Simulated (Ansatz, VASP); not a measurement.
## One calculation of Fe, two programs

```
Fe
1.0
     4.44143    0.00000    0.00000
     0.00000    4.44143    0.00000
     0.00000    0.00000    4.44143
Fe
8
Direct
  0.50000 0.50000 0.50000
  0.00000 0.00000 0.00000
  0.25000 0.00000 0.50000
  0.50000 0.25000 0.00000
  0.50000 0.75000 0.00000
  0.75000 0.00000 0.50000
  0.00000 0.50000 0.75000
  0.00000 0.50000 0.25000
```

Alike in both runs: functional PBEsol; k mesh 4 × 4 × 4; occupations gaussian, width 0.1 eV; collinear spin.

Ansatz relaxed the structure, and its values are those at the end. VASP's run is a single point on that final structure, the one shown.

```csv
,VASP,Ansatz
version,VASP 6.6.1,Ansatz 0.2.0
potentials or method,"VASP PAW PBE potentials, release 64 (Fe), cutoff 520 eV","scalar-relativistic, plane waves, PAW"
valence electrons in the cell,64,128
```

Ansatz gave:

- gap on the k mesh at the Fermi level (eV): none
- pressure (GPa): 0.3
- net moment per atom (μB): 2.08
- size of the moment on the site where the two differ most (μB): 1.90

What did VASP give for the same quantities?

gap on the k mesh at the Fermi level (eV): none; pressure (GPa): 0.1; net moment per atom (μB): 2.08; size of the moment on the site where the two differ most (μB): 1.84.

VASP's potentials were made for PBE, not for PBEsol. Site moments also hang on the region over which each program counts them. A gap of «none» marks a metal or a gap that the smearing closes. With one functional, cell and mesh, what is left measures potentials, basis and numerics. VASP's potentials hold 64 valence electrons a cell and Ansatz's 128, so a difference there can come from the potentials and not from the codes.
